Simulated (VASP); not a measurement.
# Bi3Os (Pm-3m) in VASP: relaxation of cell and atoms with PBE

Aim: the relaxation of cell and atoms of Bi3Os with PBE.

Everything below comes from runs of VASP 6.6.1. Logs are shortened: lines on timing, memory, paths and dates and some standing lists are left out, and cuts for length are marked.

## 1. The cell of the first run

The structure is cubic, space group Pm-3m (No. 221). The conventional cell has a = 4.691 Å, b = 4.691 Å, c = 4.691 Å, α = 90.00°, β = 90.00°, γ = 90.00°. Bi (site symmetry 4/mmm) has 8 Bi at 3.32 Å and 4 Os at 3.32 Å within 4.4 Å. Within 4.4 Å of Os (site symmetry m-3m) lie 12 Bi at 3.32 Å.

## 2. Relaxation of cell and atoms, PBE

Contents of INCAR:

```
PREC = Accurate
ENCUT = 600
EDIFF = 1E-6
ISMEAR = 0
SIGMA = 0.1
LREAL = F
LASPH = T
NELM = 100
ALGO = Fast
ISIF = 3
LWAVE = F
LCHARG = F
GGA = PE
IBRION = 2
NSW = 100
EDIFFG = -0.01
```

Contents of KPOINTS:

```
Automatic mesh
0
Gamma
  10 10 10
```

Contents of POSCAR:

```
Bi3Os
1.0
    4.6906976911      0.0000000000      0.0000000000
    0.0000000000      4.6906976911      0.0000000000
    0.0000000000      0.0000000000      4.6906976911
Bi Os
3 1
Direct
    0.0000000000      0.5000000000      0.5000000000
    0.5000000000      0.0000000000      0.5000000000
    0.5000000000      0.5000000000      0.0000000000
    0.0000000000      0.0000000000      0.0000000000
```

Potentials or basis: VASP PAW PBE potentials, release 64 (Bi_d, Os).

Command:

```bash
$ cat potpaw_PBE.64/Bi_d/POTCAR potpaw_PBE.64/Os/POTCAR > POTCAR
$ mpirun -np 1 vasp_std > vasp.out
```

OUTCAR:

```text
PREC = Accurate
   ENCUT = 600
   EDIFF = 1E-6
   ISMEAR = 0
   LREAL = F
   LASPH = T
   NELM = 100
   ISIF = 3
   GGA = PE
   IBRION = 2
   NSW = 100
   EDIFFG = -0.01

 ion  position               nearest neighbor table
   1  0.000  0.500  0.500-   2 3.32   3 3.32   4 3.32   3 3.32   4 3.32   2 3.32   4 3.32   4 3.32
                             2 3.32   3 3.32   3 3.32   2 3.32
   2  0.500  0.000  0.500-   1 3.32   3 3.32   4 3.32   3 3.32   4 3.32   1 3.32   3 3.32   3 3.32
                             1 3.32   4 3.32   4 3.32   1 3.32
   3  0.500  0.500  0.000-   1 3.32   2 3.32   4 3.32   1 3.32   2 3.32   2 3.32   4 3.32   2 3.32
                             1 3.32   4 3.32   1 3.32   4 3.32
   4  0.000  0.000  0.000-   1 3.32   2 3.32   3 3.32   1 3.32   2 3.32   1 3.32   3 3.32   1 3.32
                             2 3.32   3 3.32   2 3.32   3 3.32

  LATTYP: Found a simple cubic cell.
 ALAT       =     4.6906976911

  Lattice vectors:

 A1 = (   4.6906976911,   0.0000000000,   0.0000000000)
 A2 = (   0.0000000000,   4.6906976911,   0.0000000000)
 A3 = (   0.0000000000,   0.0000000000,   4.6906976911)

Analysis of symmetry for initial positions (statically):
=====================================================================
 Subroutine PRICEL returns:
 Original cell was already a primitive cell.

 Routine SETGRP: Setting up the symmetry group for a
 simple cubic supercell.

 Subroutine GETGRP returns: Found 48 space group operations
 (whereof 48 operations were pure point group operations)
 out of a pool of 48 trial point group operations.

The static configuration has the point symmetry O_h .

Analysis of symmetry for dynamics (positions and initial velocities):
=====================================================================
 Subroutine PRICEL returns:
 Original cell was already a primitive cell.

 Routine SETGRP: Setting up the symmetry group for a
 simple cubic supercell.

 Subroutine GETGRP returns: Found 48 space group operations
 (whereof 48 operations were pure point group operations)
 out of a pool of 48 trial point group operations.

The dynamic configuration has the point symmetry O_h .

 Subroutine INISYM returns: Found 48 space group operations
 (whereof 48 operations are pure point group operations),
 and found     1 'primitive' translations

----------------------------------------------------------------------------------------

                                     Primitive cell

  volume of cell :     103.2078

  direct lattice vectors                    reciprocal lattice vectors
     4.690697691  0.000000000  0.000000000     0.213187902  0.000000000  0.000000000
[... 99 lines left out ...]
   TEBEG  =    0.0;   TEEND  =   0.0 temperature during run
   PSTRESS=    0.0 pullay stress
   NELECT =      53.0000    total number of electrons
   NUPDOWN=      -1.0000    fix difference up-down
   EMIN   =  10.00;   EMAX   =-10.00  energy-range for DOS
   EFERMI =   0.00;   METHOD = LEGACY
   ISMEAR =     0;   SIGMA  =   0.10  broadening in eV -4-tet -1-fermi 0-gaus
   EFERMI_NEDOS =   21; number of points for ismear=-14 and -15
   IALGO  =     68    algorithm
   IMIX   =      4    mixing-type and parameters
     AMIX     =   0.40;   BMIX     =  1.00
     AMIX_MAG =   1.60;   BMIX_MAG =  1.00
  volume/ion in A,a.u.               =      25.80       174.12
  Fermi-wavevector in a.u.,A,eV,Ry     =   1.310980  2.477393 23.383899  1.718668
  Thomas-Fermi vector in A             =   2.441473
   LORBIT       =      0    0 simple, 1 ext, 2 COOP (PROOUT), +10 PAW based schemes
   GGA     = PE    functional components
   LHFCALC =     F    Hartree Fock is set to
   AEXX    =    0.0000 exact exchange contribution
   IVDW    =     0    specifies the selected vdW correction
   LEPSILON=     F    determine dielectric tensor
   LRPA    =     F    only Hartree local field effects (RPA)
 conjugate gradient relaxation of ions
 non-spin polarized calculation
 RMM-DIIS sequential band-by-band and
 Gauss-broadening in eV      SIGMA  =   0.10
  energy-cutoff  :      600.00
  volume of cell :      103.21
 maximum number of plane-waves:      3482
 NGX is ok and might be reduce to    40
   NGX = 19   NGY = 19   NGZ = 19

--------------------------------------- Ionic step        1  -------------------------------------------

 number of electron      53.0000008 magnetization

 Free energy of the ion-electron system (eV)
  ---------------------------------------------------
  ext. energy  EPLUGINS =         0.00000000
  ---------------------------------------------------
  free energy    TOTEN  =       -19.22056117 eV

  energy without entropy =      -19.20344050  energy(sigma->0) =      -19.21200083

------------------------ aborting loop because EDIFF is reached ----------------------------------------

  FORCE on cell =-STRESS in cart. coord.  units (eV):
  Direction    XX          YY          ZZ          XY          YZ          ZX
  --------------------------------------------------------------------------------------
  -------------------------------------------------------------------------------------
  Total       -0.6522952     -0.6522952     -0.6522952      0.0000000      0.0000000     -0.0000000
  in kB      -10.1261058    -10.1261058    -10.1261058      0.0000000      0.0000000     -0.0000000
  external PRESSURE =     -10.1261058 kB  Pullay stress =       0.0000000 kB
[... 63 lines left out ...]
--------------------------------------- Ionic step        3  -------------------------------------------

 number of electron      52.9999997 magnetization

 Free energy of the ion-electron system (eV)
  ---------------------------------------------------
  ext. energy  EPLUGINS =         0.00000000
  ---------------------------------------------------
  free energy    TOTEN  =       -19.22460817 eV

  energy without entropy =      -19.20812709  energy(sigma->0) =      -19.21636763

 E-fermi :   8.4821     XC(G=0): -11.1446

 val. band max:        8.4810480114   @ k =   0.4000   0.4000   0.1000
 cond. band min:       8.4995580967   @ k =   0.2000   0.1000   0.1000
 fundamental gap:      0.0185100853
 Fermi energy:         8.4821159850

 k-point     1 :       0.0000    0.0000    0.0000
  band No.  band energies     occupation
      1     -14.6733      2.00000
      2     -14.6733      2.00000
      3     -14.6733      2.00000
      4     -14.6497      2.00000
      5     -14.4866      2.00000
      6     -14.4866      2.00000
[... 805 lines left out ...]
     30      10.7316      0.00000
     31      10.8105      0.00000

 [... further k-points ...]
[... 5 lines left out ...]
  --------------------------------------------------------------------------------------
  -------------------------------------------------------------------------------------
  Total       -0.0075322     -0.0075322     -0.0075322      0.0000000     -0.0000000      0.0000000
  in kB       -0.1183905     -0.1183905     -0.1183905      0.0000000     -0.0000000      0.0000000
  external PRESSURE =      -0.1183905 kB  Pullay stress =       0.0000000 kB
[... 19 lines left out ...]
  FREE ENERGIE OF THE ION-ELECTRON SYSTEM (eV)
  ---------------------------------------------------
  free  energy   TOTEN  =       -19.2246081679 eV

  energy  without entropy=      -19.2081270874  energy(sigma->0) =      -19.21636763

 reached required accuracy - stopping structural energy minimisation
```

OSZICAR:

```text
N       E                     dE             d eps       ncg     rms          rms(c)
DAV:   1     0.642594292492E+03    0.64259E+03   -0.29592E+04  3488   0.230E+03
DAV:   2     0.548558361675E+02   -0.58774E+03   -0.58114E+03  3472   0.623E+02
[... 31 lines left out ...]
RMM:   5    -0.192245099546E+02   -0.35940E-03   -0.44230E-03  4451   0.483E-01    0.478E-02
RMM:   6    -0.192245958153E+02   -0.85861E-04   -0.10290E-03  4969   0.229E-01    0.383E-02
RMM:   7    -0.192246082068E+02   -0.12391E-04   -0.12554E-04  4259   0.101E-01    0.115E-02
RMM:   8    -0.192246079970E+02    0.20984E-06   -0.49549E-05  4270   0.510E-02    0.836E-03
RMM:   9    -0.192246078281E+02    0.16888E-06   -0.11079E-05  3409   0.219E-02    0.214E-03
RMM:  10    -0.192246081679E+02   -0.33985E-06   -0.27862E-06  2243   0.114E-02
   3 F= -.19224608E+02 E0= -.19216368E+02  d E =-.404700E-02
```

It took 3.4 min on 1 thread of Intel Xeon 6975P-C (Granite Rapids), shared host; peak memory 0.38 GiB.

What came out:

| Property | Result |
| --- | --- |
| Free energy | -19.2246 eV |
| Relaxed volume | 25.48 Å³/atom |
| Relaxed cell | a = 4.671 Å, b = 4.671 Å, c = 4.671 Å, α = 90.00°, β = 90.00°, γ = 90.00° |
| Space group after relaxing (to 0.1 Å) | Pm-3m (No. 221) |
| Energy gained by relaxing | 1.0 meV/atom |
| Ionic steps | 3 |
| Pressure after relaxing | 0.0 GPa |
| Band gap on the k mesh | zero (an odd number of electrons rules out a gap without spin polarisation) |

Step by step:
```csv
step,energy change (eV),largest force (eV/Å),pressure (GPa),volume (Å³)
1,0.0000,0.0000,-1.01,103.21
2,-0.0007,0.0000,0.95,100.79
3,-0.0040,0.0000,-0.01,101.93
```

Final structure:
```cif
data_structure
_symmetry_space_group_name_H-M 'P 1'
_symmetry_Int_Tables_number 1
_cell_length_a 4.6713
_cell_length_b 4.6713
_cell_length_c 4.6713
_cell_angle_alpha 90.000
_cell_angle_beta 90.000
_cell_angle_gamma 90.000
_cell_volume 101.93
loop_
_atom_site_label
_atom_site_type_symbol
_atom_site_fract_x
_atom_site_fract_y
_atom_site_fract_z
_atom_site_occupancy
Bi1 Bi 0.00000 0.50000 0.50000 1
Bi2 Bi 0.50000 0.00000 0.50000 1
Bi3 Bi 0.50000 0.50000 0.00000 1
Os1 Os 0.00000 0.00000 0.00000 1
```

Levels at points of the mesh, in eV from the Fermi level:
| k point | band 23 | band 24 | band 25 | band 26 | band 27 | band 28 | band 29 | band 30 | band 31 |
| --- | --- | --- | --- | --- | --- | --- | --- | --- | --- |
| (0.00, 0.00, 0.00) | -0.79 | -0.79 | -0.79 | -0.65 | -0.65 | 1.18 | 1.18 | 1.18 | 3.18 |
| (0.50, 0.00, 0.00) | -1.17 | -1.17 | -0.78 | -0.47 | -0.39 | 0.25 | 0.25 | 2.74 | 4.03 |
| (0.50, 0.50, 0.00) | -1.06 | -0.87 | -0.87 | -0.73 | -0.59 | -0.21 | 2.31 | 2.31 | 3.40 |
| (0.50, 0.50, 0.50) | -1.66 | -0.35 | -0.35 | -0.15 | -0.15 | -0.15 | 4.63 | 4.63 | 5.16 |

Caveat: spin-orbit coupling is left out, which moves the levels of the heavy elements.
